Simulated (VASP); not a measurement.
**GeCl2: single point with PBE**

The system is GeCl2.

```
Ge Cl
1.0
     0.00000    4.18680    4.18680
     4.18680    0.00000    4.18680
     4.18680    4.18680    0.00000
Ge Cl
2 4
Cartesian
  6.2802 6.2802 6.2802
  4.1868 4.1868 4.1868
  5.2335 5.2335 5.2335
  3.1401 3.1401 5.2335
  3.1401 5.2335 3.1401
  5.2335 3.1401 3.1401
```

The cell was generated, and may not be a known phase.

```json
{
  "Program": "VASP 6.6.1",
  "Task": "single point",
  "Functional": "PBE",
  "Potentials or basis": "VASP PAW PBE potentials, release 64 (Ge_d, Cl)",
  "Cutoff": "520 eV",
  "k mesh": "4 × 4 × 4",
  "Occupations": "gaussian, width 0.1 eV",
  "Spin": "no spin polarisation",
  "Dipole correction": "no",
  "Further INCAR settings": "ALGO = Normal; EDIFF = 1e-06; NBANDS = 37"
}
```

| Item | Value |
| --- | --- |
| Pressure | 83.9 GPa |
| Band gap on the k mesh | zero (bands 28 and 29 overlap by 1.78 eV) |

Levels at points of the mesh, in eV from the Fermi level:
| k point | band 26 | band 27 | band 28 | band 29 | band 30 | band 31 |
| --- | --- | --- | --- | --- | --- | --- |
| (0.00, 0.00, 0.00) | -6.82 | -3.93 | -1.26 | -1.26 | -1.26 | -0.37 |
| (0.50, 0.00, 0.00) | -6.82 | -2.63 | 0.52 | 0.52 | 0.76 | 1.15 |
| (0.50, 0.50, 0.00) | -7.16 | -0.70 | -0.70 | 1.55 | 1.55 | 2.36 |

It took 52 s on 1 thread of Oxide Virtual Turin-like Processor, with other jobs on the host, peak memory 0.29 GiB.

Caveat: the cell stands under pressure.
